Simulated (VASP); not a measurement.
# Ru (P6_3/mmc) in VASP: further runs

Ru is run at these levels: PBEsol; tasks: single point.

Everything below comes from runs of VASP 6.6.1. Logs are shortened: lines on timing, memory, paths and dates and some standing lists are left out, and cuts for length are marked.

## (1) The cell of the first run

The structure is hexagonal, space group P6_3/mmc (No. 194). The conventional cell has a = 2.651 Å, b = 2.651 Å, c = 4.194 Å, α = 90.00°, β = 90.00°, γ = 120.00°. Ru (site symmetry -6m2) has 12 Ru at 2.60 to 2.65 Å within 3.4 Å.

## (2) Single point, PBEsol

Input file INCAR:

```
ALGO = Normal
EDIFF = 1E-7
ENCUT = 520
GGA = PS
ISIF = 2
ISMEAR = 0
LASPH = True
LCHARG = False
LREAL = False
LWAVE = False
NBANDS = 21
NELM = 100
PREC = Accurate
SIGMA = 0.15
```

Input file KPOINTS:

```
k-points
0
Gamma
  14 14 8
```

Input file POSCAR:

```
Ru
1.0
    2.6505640930      0.0000000000      0.0000000000
   -1.3252820465      2.2954543327      0.0000000000
    0.0000000000      0.0000000000      4.1944897589
Ru
2
Direct
    0.3333333333      0.6666666667      0.2500000000
    0.6666666667      0.3333333333      0.7500000000
```

Potentials or basis: VASP PAW PBE potentials, release 64 (Ru_pv).

Command:

```bash
> cat potpaw_PBE.64/Ru_pv/POTCAR > POTCAR
> mpirun -np 1 vasp_std > vasp.out
```

OUTCAR:

```text
EDIFF = 1E-7
   ENCUT = 520
   GGA = PS
   ISIF = 2
   ISMEAR = 0
   LASPH = True
   LREAL = False
   NELM = 100
   PREC = Accurate

 ion  position               nearest neighbor table
   1  0.333  0.667  0.250-   2 2.60   2 2.60   2 2.60   2 2.60   2 2.60   2 2.60
   2  0.667  0.333  0.750-   1 2.60   1 2.60   1 2.60   1 2.60   1 2.60   1 2.60

  LATTYP: Found a hexagonal cell.
 ALAT       =     2.6505640930
 C/A-ratio  =     1.5824894670

  Lattice vectors:

 A1 = (   2.6505640930,   0.0000000000,   0.0000000000)
 A2 = (  -1.3252820465,   2.2954543327,   0.0000000000)
 A3 = (   0.0000000000,   0.0000000000,   4.1944897589)

Analysis of symmetry for initial positions (statically):
=====================================================================
 Subroutine PRICEL returns:
 Original cell was already a primitive cell.

 Routine SETGRP: Setting up the symmetry group for a
 hexagonal supercell.

 Subroutine GETGRP returns: Found 24 space group operations
 (whereof 12 operations were pure point group operations)
 out of a pool of 24 trial point group operations.

The static configuration has the point symmetry D_3d.
 The point group associated with its full space group is D_6h.

Analysis of symmetry for dynamics (positions and initial velocities):
=====================================================================
 Subroutine PRICEL returns:
 Original cell was already a primitive cell.

 Routine SETGRP: Setting up the symmetry group for a
 hexagonal supercell.

 Subroutine GETGRP returns: Found 24 space group operations
 (whereof 12 operations were pure point group operations)
 out of a pool of 24 trial point group operations.

The dynamic configuration has the point symmetry D_3d.
 The point group associated with its full space group is D_6h.

 Subroutine INISYM returns: Found 24 space group operations
 (whereof 12 operations are pure point group operations),
 and found     1 'primitive' translations

----------------------------------------------------------------------------------------

                                     Primitive cell

  volume of cell :      25.5203

  direct lattice vectors                    reciprocal lattice vectors
     2.650564093  0.000000000  0.000000000     0.377278181  0.217821802  0.000000000
    -1.325282046  2.295454333  0.000000000     0.000000000  0.435643605  0.000000000
     0.000000000  0.000000000  4.194489759     0.000000000  0.000000000  0.238408020

  length of vectors
     2.650564093  2.650562789  4.194489759     0.435643390  0.435643605  0.238408020

  position of ions in fractional coordinates (direct lattice)
     0.333333333  0.666666667  0.250000000
     0.666666667  0.333333333  0.750000000

  ion indices of the primitive-cell ions
   primitive index   ion index
                 1           1
                 2           2

----------------------------------------------------------------------------------------

 KPOINTS: k-points

Automatic generation of k-mesh.
 Grid dimensions read from file:
 generate k-points for:   14   14    8

 Generating k-lattice:

  Cartesian coordinates                     Fractional coordinates (reciprocal lattice)
     0.026948442  0.015558700  0.000000000     0.071428571 -0.000000000  0.000000000
     0.000000000  0.031117400  0.000000000     0.000000000  0.071428571  0.000000000
     0.000000000  0.000000000  0.029801003     0.000000000  0.000000000  0.125000000

  Length of vectors
     0.031117385  0.031117400  0.029801003

  Shift w.r.t. Gamma in fractional coordinates (k-lattice)
     0.000000000  0.000000000  0.000000000

 Subroutine IBZKPT returns following result:
 ===========================================

 Found    120 irreducible k-points:

 Following reciprocal coordinates:
            Coordinates               Weight
  0.000000  0.000000  0.000000      1.000000
  0.071429  0.000000  0.000000      6.000000
  0.142857  0.000000  0.000000      6.000000
  0.214286  0.000000  0.000000      6.000000
  0.285714  0.000000  0.000000      6.000000
  0.357143  0.000000  0.000000      6.000000
[... 16 lines left out ...]
  0.285714  0.285714  0.000000      6.000000
  0.357143  0.285714  0.000000      6.000000
 [... further k-points ...]
   k-points           NKPTS =    120   k-points in BZ     NKDIM =    120   number of bands    NBANDS=     21
   number of dos      NEDOS =    301   number of ions     NIONS =      2
   total plane-waves  NPLWV =  12800
   dimension x,y,z NGX =    20 NGY =   20 NGZ =   32
   dimension x,y,z NGXF=    40 NGYF=   40 NGZF=   64
   ions per type =               2
   NGX,Y,Z   is equivalent  to a cutoff of  12.54, 12.54, 12.68 a.u.
   NGXF,Y,Z  is equivalent  to a cutoff of  25.09, 25.09, 25.37 a.u.
 SYSTEM =  unknown system
   PREC   = accura    normal or accurate (medium, high low for compatibility)
   ISTART =      0    job   : 0-new  1-cont  2-samecut
   ICHARG =      2    charge: 1-file 2-atom 10-const
   ISPIN  =      1    spin polarized calculation?
   LNONCOLLINEAR =      F non collinear calculations
   LSORBIT =      F    spin-orbit coupling
   LASPH  =      T    aspherical Exc in radial PAW
   ENCUT  =  520.0 eV  38.22 Ry    6.18 a.u.   4.93  4.93  7.80*2*pi/ulx,y,z
   NELM   =    100;   NELMIN=  2; NELMDL= -5     # of ELM steps
   EDIFF  = 0.1E-06   stopping-criterion for ELM
   LREAL  =      F    real-space projection
   EDIFFG = 0.1E-05   stopping-criterion for IOM
   NSW    =      0    number of steps for IOM
   IBRION =     -1    ionic relax: 0-MD 1-quasi-New 2-CG
   NFREE  =      0    steps in history (QN), initial steepest desc. (CG)
   ISIF   =      2    stress and relaxation
   ISYM   =      2    0-nonsym 1-usesym 2-fastsym
   POTIM  = 0.5000    time-step for ionic-motion
   TEBEG  =    0.0;   TEEND  =   0.0 temperature during run
   PSTRESS=    0.0 pullay stress
   NELECT =      28.0000    total number of electrons
   NUPDOWN=      -1.0000    fix difference up-down
   EMIN   =  10.00;   EMAX   =-10.00  energy-range for DOS
   EFERMI =   0.00;   METHOD = LEGACY
   ISMEAR =     0;   SIGMA  =   0.15  broadening in eV -4-tet -1-fermi 0-gaus
   EFERMI_NEDOS =   21; number of points for ismear=-14 and -15
   IALGO  =     38    algorithm
   IMIX   =      4    mixing-type and parameters
     AMIX     =   0.40;   BMIX     =  1.00
     AMIX_MAG =   1.60;   BMIX_MAG =  1.00
  volume/ion in A,a.u.               =      12.76        86.11
  Fermi-wavevector in a.u.,A,eV,Ry     =   1.688491  3.190786 38.790245  2.851003
  Thomas-Fermi vector in A             =   2.770788
   LORBIT       =      0    0 simple, 1 ext, 2 COOP (PROOUT), +10 PAW based schemes
   GGA     = PS    functional components
   LHFCALC =     F    Hartree Fock is set to
   AEXX    =    0.0000 exact exchange contribution
   IVDW    =     0    specifies the selected vdW correction
   LEPSILON=     F    determine dielectric tensor
   LRPA    =     F    only Hartree local field effects (RPA)
 non-spin polarized calculation
 Gauss-broadening in eV      SIGMA  =   0.15
  energy-cutoff  :      520.00
  volume of cell :       25.52
 maximum number of plane-waves:       703
 NGX is ok and might be reduce to    20
   NGX =  9   NGY =  9   NGZ = 15

 number of electron      27.9999991 magnetization

 Free energy of the ion-electron system (eV)
  ---------------------------------------------------
  ext. energy  EPLUGINS =         0.00000000
  ---------------------------------------------------
  free energy    TOTEN  =       -20.29036877 eV

  energy without entropy =      -20.26983183  energy(sigma->0) =      -20.28010030

 E-fermi :  13.8656     XC(G=0): -14.6686

 val. band max:       13.8622202273   @ k =   0.2857   0.1429   0.0000
 cond. band min:      13.8810741847   @ k =   0.4286   0.0714   0.2500
 fundamental gap:      0.0188539574
 Fermi energy:        13.8655838643

 k-point     1 :       0.0000    0.0000    0.0000
  band No.  band energies     occupation
      1     -29.9960      2.00000
      2     -28.8420      2.00000
      3     -28.8420      2.00000
      4     -28.6351      2.00000
      5     -28.6351      2.00000
      6     -28.5879      2.00000
[... 13 lines left out ...]
     20      24.0749      0.00000
     21      24.9433      0.00000

 k-point     2 :       0.0714    0.0000    0.0000
  band No.  band energies     occupation
      1     -29.9746      2.00000
      2     -28.8882      2.00000
      3     -28.8576      2.00000
      4     -28.6833      2.00000
      5     -28.6412      2.00000
      6     -28.5977      2.00000
[... 13 lines left out ...]
     20      24.0748      0.00000
     21      24.9136      0.00000

 k-point     3 :       0.1429    0.0000    0.0000
  band No.  band energies     occupation
      1     -29.9125      2.00000
      2     -29.0177      2.00000
      3     -28.9000      2.00000
      4     -28.8160      2.00000
      5     -28.6593      2.00000
      6     -28.6274      2.00000
[... 13 lines left out ...]
     20      24.0747      0.00000
     21      24.8072      0.00000

 k-point     4 :       0.2143    0.0000    0.0000
  band No.  band energies     occupation
      1     -29.8159      2.00000
      2     -29.2045      2.00000
      3     -29.0018      2.00000
      4     -28.9589      2.00000
      5     -28.6874      2.00000
      6     -28.6770      2.00000
[... 13 lines left out ...]
     20      24.0746      0.00000
     21      24.6228      0.00000

 k-point     5 :       0.2857    0.0000    0.0000
  band No.  band energies     occupation
      1     -29.6951      2.00000
      2     -29.4113      2.00000
      3     -29.2006      2.00000
      4     -29.0219      2.00000
      5     -28.7454      2.00000
      6     -28.7203      2.00000
[... 13 lines left out ...]
     20      24.0742      0.00000
     21      24.4132      0.00000
[... 382 lines left out ...]
     20      24.0760      0.00000
     21      24.8706      0.00000

 k-point    22 :       0.3571    0.2143    0.0000
  band No.  band energies     occupation
      1     -29.6553      2.00000
      2     -29.4402      2.00000
      3     -29.3100      2.00000
      4     -29.2932      2.00000
      5     -29.0199      2.00000
      6     -29.0099      2.00000
[... 13 lines left out ...]
     20      24.0750      0.00000
     21      24.1230      0.00000

 k-point    23 :       0.2857    0.2857    0.0000
  band No.  band energies     occupation
      1     -29.6071      2.00000
      2     -29.4491      2.00000
      3     -29.2940      2.00000
      4     -29.2926      2.00000
      5     -29.0769      2.00000
      6     -29.0347      2.00000
[... 13 lines left out ...]
     20      24.0762      0.00000
     21      24.0787      0.00000

 k-point    24 :       0.3571    0.2857    0.0000
  band No.  band energies     occupation
      1     -29.6108      2.00000
      2     -29.3856      2.00000
      3     -29.3801      2.00000
      4     -29.2168      2.00000
      5     -29.1211      2.00000
      6     -29.1030      2.00000
[... 13 lines left out ...]
     20      24.0763      0.00000
     21      24.0772      0.00000

 [... further k-points ...]

------------------------ aborting loop because EDIFF is reached ----------------------------------------

  FORCE on cell =-STRESS in cart. coord.  units (eV):
  Direction    XX          YY          ZZ          XY          YZ          ZX
  --------------------------------------------------------------------------------------
  -------------------------------------------------------------------------------------
  Total        2.6928812      2.6928777      2.5828597      0.0000000      0.0000000      0.0000000
  in kB      169.0603154    169.0600935    162.1531148      0.0000000      0.0000000      0.0000000
  external PRESSURE =     166.7578412 kB  Pullay stress =       0.0000000 kB

 VOLUME and BASIS-vectors are now :
 -----------------------------------------------------------------------------
  energy-cutoff  :      520.00
  volume of cell :       25.52
      direct lattice vectors                 reciprocal lattice vectors
     2.650564093  0.000000000  0.000000000     0.377278181  0.217821802  0.000000000
    -1.325282046  2.295454333  0.000000000     0.000000000  0.435643605  0.000000000
     0.000000000  0.000000000  4.194489759     0.000000000  0.000000000  0.238408020

 POSITION                                       TOTAL-FORCE (eV/Angst)
 -----------------------------------------------------------------------------------
     -0.00000      1.53030      1.04862        -0.000000     -0.000000      0.000000
      1.32528      0.76515      3.14587         0.000000      0.000000      0.000000
 -----------------------------------------------------------------------------------
    total drift:                               -0.000000      0.000000     -0.000000

  FREE ENERGIE OF THE ION-ELECTRON SYSTEM (eV)
  ---------------------------------------------------
  free  energy   TOTEN  =       -20.2903687667 eV

  energy  without entropy=      -20.2698318300  energy(sigma->0) =      -20.28010030
```

Wall time 59 s (1 thread of Intel Xeon 8259CL, shared host); peak memory 0.17 GiB.

Results:

| Property | Result |
| --- | --- |
| Free energy | -20.2904 eV |
| Pressure | 16.7 GPa |
| Band gap on the k mesh | zero (bands 14 and 15 overlap by 3.47 eV) |

Caveat: the cell stands under pressure; the PAW data sets were made with another functional, which shifts forces and pressure a little.

## (3) Single point, PBEsol

This run uses another cell than the first one, of 13.17 Å³/atom.

Input file INCAR:

```
SYSTEM = Ru
  PREC = Accurate
  ENCUT = 520
  EDIFF = 1E-6
  ISMEAR = 0
  SIGMA = 0.15
  LREAL = .FALSE.
  LASPH = .TRUE.
  NELM = 100
  ALGO = Normal
  ISIF = 2
  LWAVE = .FALSE.
  LCHARG = .FALSE.
  GGA = PS
  NBANDS = 21
```

Input file KPOINTS:

```
Automatic mesh
0
G
  14 14 8
  0 0 0
```

Input file POSCAR:

```
Ru
1.0
    2.6784668181      0.0000000000      0.0000000000
   -1.3392334091      2.3196187856      0.0000000000
    0.0000000000      0.0000000000      4.2386455276
Ru
2
Direct
    0.3333333333      0.6666666667      0.2500000000
    0.6666666667      0.3333333333      0.7500000000
```

Potentials or basis: VASP PAW PBE potentials, release 64 (Ru_pv).

Command:

```bash
> cat potpaw_PBE.64/Ru_pv/POTCAR > POTCAR
> mpirun -np 1 vasp_std > vasp.out
```

Run time: 51 s. Hardware: 1 thread of Intel Xeon 8259CL, shared host; peak memory 0.18 GiB.

The run converged. Its results:

- Free energy: -20.3432 eV
- Pressure: 4.2 GPa
- Band gap on the k mesh: zero (bands 14 and 15 overlap by 3.30 eV)

Stress tensor (GPa, compression positive):
```
4.68 0.00 0.00
0.00 4.68 0.00
0.00 0.00 3.35
```

Levels at points of the mesh, in eV from the Fermi level:
| k point | band 12 | band 13 | band 14 | band 15 | band 16 | band 17 |
| --- | --- | --- | --- | --- | --- | --- |
| (0.00, 0.00, 0.00) | -2.01 | -2.01 | -1.45 | -1.45 | 1.25 | 1.25 |
| (0.50, 0.00, 0.00) | -1.88 | -1.59 | 1.52 | 1.96 | 2.04 | 4.23 |
| (0.00, 0.00, 0.50) | -2.90 | -2.84 | -2.84 | 0.59 | 0.59 | 0.59 |
| (0.50, 0.00, 0.50) | -1.11 | 0.45 | 0.45 | 1.79 | 1.79 | 3.49 |

Caveat: the cell stands under pressure; the PAW data sets were made with another functional, which shifts forces and pressure a little.

[end of part 1 of 2]
